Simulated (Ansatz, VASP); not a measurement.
# One calculation of AlN, two programs

INCAR

```
SYSTEM = AlN
PREC     = Accurate       ! precision mode
ENCUT    = 520            ! plane-wave cutoff, eV
EDIFF    = 1E-6           ! SCF threshold, eV
ISMEAR   = 0              ! smearing method
SIGMA    = 0.01           ! smearing width, eV
LREAL    = .False.        ! projectors in reciprocal space
LASPH    = .True.         ! aspherical terms in the spheres
NELM     = 60             ! most SCF steps
ALGO     = Normal         ! electronic algorithm
ISIF     = 2              ! what is computed and relaxed
LWAVE    = .False.        ! write WAVECAR
LCHARG   = .True.         ! write CHGCAR
GGA      = PS             ! functional
LELF     = .True.         ! ELF
LVHAR    = .True.       
NBANDS   = 16             ! bands
```

The input KPOINTS:

```
Automatic mesh
0
Gamma
  8 8 6
  0 0 0
```

POSCAR

```
AlN
1.0
    3.1761061181      0.0000000000      0.0000000000
   -1.5880530591      2.7505885834      0.0000000000
    0.0000000000      0.0000000000      4.9198227098
Al N
2 2
Direct
    0.3333333333      0.6666666667     -0.0040352106
    0.6666666667      0.3333333333      0.4959647894
    0.3333333333      0.6666666667      0.3840352106
    0.6666666667      0.3333333333      0.8840352106
```

Input for Ansatz:

```yaml
crystal:
  lattice:
    - [3.17610611812, 0.0, 0.0]
    - [-1.58805305906, 2.7505885834, 0.0]
    - [0.0, 0.0, 4.91982270982]
  atoms:
    - { symbol: Al, position: [0.333333333333, 0.666666666667, -0.004035210607] }
    - { symbol: Al, position: [0.666666666667, 0.333333333333, 0.495964789393] }
    - { symbol: "N", position: [0.333333333333, 0.666666666667, 0.384035210607] }
    - { symbol: "N", position: [0.666666666667, 0.333333333333, 0.884035210607] }
kpoints:
  mp_grid: { grid: [8, 8, 6] }
scf:
  occupations: { method: fixed }
  convergence: { dr2_threshold: 1.0e-10 }
hamiltonian:
  xc: pbesol
  pseudopotentials: { kind: all_electron, lapw: { basis_error: 0.0005 } }
output:
  forces: true
  stress: true
  eigenstates:
    kpoints:
      - [0.0, 0.0, 0.0]
      - [0.500000001, -0.5, -0.335945451]
      - [1.0e-09, 0.5, -0.335945451]
      - [0.500000001, -1.0e-09, -0.335945451]
      - [-0.666666667, 0.333333333, 0.0]
      - [0.0, 0.0, -0.5]
      - [-0.5, 0.0, 0.0]
      - [-0.5, 0.5, 0.0]
      - [0.0, -0.5, 0.0]
      - [-0.5, 0.0, -0.5]
      - [-0.5, 0.5, -0.5]
      - [0.0, -0.5, -0.5]
  eigenvalues: true
```

Change from the starting cell: film at in-plane strain +0.02.

Alike in both runs: task single point; functional PBEsol; k mesh 8 × 8 × 6; no spin polarisation.

|  | VASP | Ansatz |
| --- | --- | --- |
| version | VASP 6.6.1 | Ansatz 0.2.0 |
| potentials or method | VASP PAW PBE potentials, release 64 (Al, N), cutoff 520 eV | all-electron LAPW, scalar-relativistic |
| occupations | gaussian, width 0.01 eV | fixed |

|  | VASP | Ansatz | Ansatz less VASP |
| --- | --- | --- | --- |
| gap on the k mesh at the Fermi level (eV) | 3.70 | 3.70 | -0.003 |
| pressure (GPa) | -5.6 | -5.6 | -0.01 |
| traceless stress, the component that is largest in VASP (GPa) | 5.58 | 5.52 | -0.061 |

VASP's potentials were made for PBE, not for PBEsol. Ansatz ran all-electron here, and VASP with PAW potentials.
